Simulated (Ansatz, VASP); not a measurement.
## Si4GePt in VASP and in Ansatz

```
Si Ge Pt
1.0
     0.00000    3.63032    3.63032
     3.63032    0.00000    3.63032
     3.63032    3.63032    0.00000
Si Ge Pt
4 1 1
Cartesian
  2.7181 2.7181 4.5425
  2.7181 4.5425 2.7181
  4.5425 2.7181 2.7181
  4.5425 4.5425 4.5425
  0.0000 0.0000 0.0000
  1.8152 1.8152 1.8152
```

Change from the starting cell: species swapped into the ErCu4Au type (F-43m, No. 216).

Alike in both runs: functional PBE; k mesh 10 × 10 × 10; occupations gaussian, width 0.1 eV; no spin polarisation.

Ansatz relaxed the structure, and its values are those at the end. VASP's run is a single point on that final structure, the one shown.

|  | VASP | Ansatz |
| --- | --- | --- |
| version | VASP 6.6.1 | Ansatz 0.2.0 |
| potentials or method | VASP PAW PBE potentials, release 64 (Si, Ge_d, Pt), cutoff 520 eV | scalar-relativistic, plane waves, PAW |
| valence electrons in the cell | 40 | 48 |

|  | VASP | Ansatz | Ansatz less VASP |
| --- | --- | --- | --- |
| gap on the k mesh at the Fermi level (eV) | none | none | - |
| pressure (GPa) | -0.1 | 0.0 | +0.06 |

A gap of «none» marks a metal or a gap that the smearing closes. With one functional, cell and mesh, what is left measures potentials, basis and numerics. VASP's potentials hold 40 valence electrons a cell and Ansatz's 48, so a difference there can come from the potentials and not from the codes.

Neither program's run includes spin-orbit coupling.
